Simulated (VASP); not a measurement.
A run of VASP 6.6.1 is set up as follows.

INCAR

```
SYSTEM = Sc
  ALGO = Normal
  EDIFF = 1E-6
  EDIFFG = -0.03
  ENCUT = 600
  GGA = CA
  IBRION = 2
  ISIF = 3
  ISMEAR = -1
  LASPH = .True.
  LCHARG = .False.
  LREAL = .False.
  LWAVE = .False.
  NELM = 60
  NSW = 60
  PREC = Accurate
  SIGMA = 0.05
```

The input KPOINTS:

```
k-points
0
Gamma
  7 7 7
  0 0 0
```

File POSCAR:

```
Sc
1.0
    3.0200000000      0.0000000000      0.0000000000
    0.0000000000      3.0200000000      0.0000000000
    0.0000000000      0.0000000000      3.0200000000
Sc
1
Direct
    0.0000000000      0.0000000000      0.0000000000
```

Potentials or basis: VASP PAW LDA potentials, release 64 (Sc_sv).

Launch:

```bash
$ cat potpaw_LDA.64/Sc_sv/POTCAR > POTCAR
$ mpirun -np 1 vasp_std > vasp.out
```

Q: What does it give for the relaxed cell?

A: a = 2.860 Å, b = 2.860 Å, c = 2.860 Å, α = 90.00°, β = 90.00°, γ = 90.00°.

Q: Predict the space group after relaxing (to 0.05 Å).

A: Pm-3m (No. 221).

Q: Predict the relaxed volume.

A: 23.40 Å³/atom.

Final structure:
```xyz
1
Lattice="2.8604 0.0000 0.0000 0.0000 2.8604 0.0000 0.0000 0.0000 2.8604" Properties=species:S:1:pos:R:3 pbc="T T T"
Sc    0.0000    0.0000    0.0000
```

Caveat: the volume moved by over 15 % at a fixed basis, so the end points are rough.
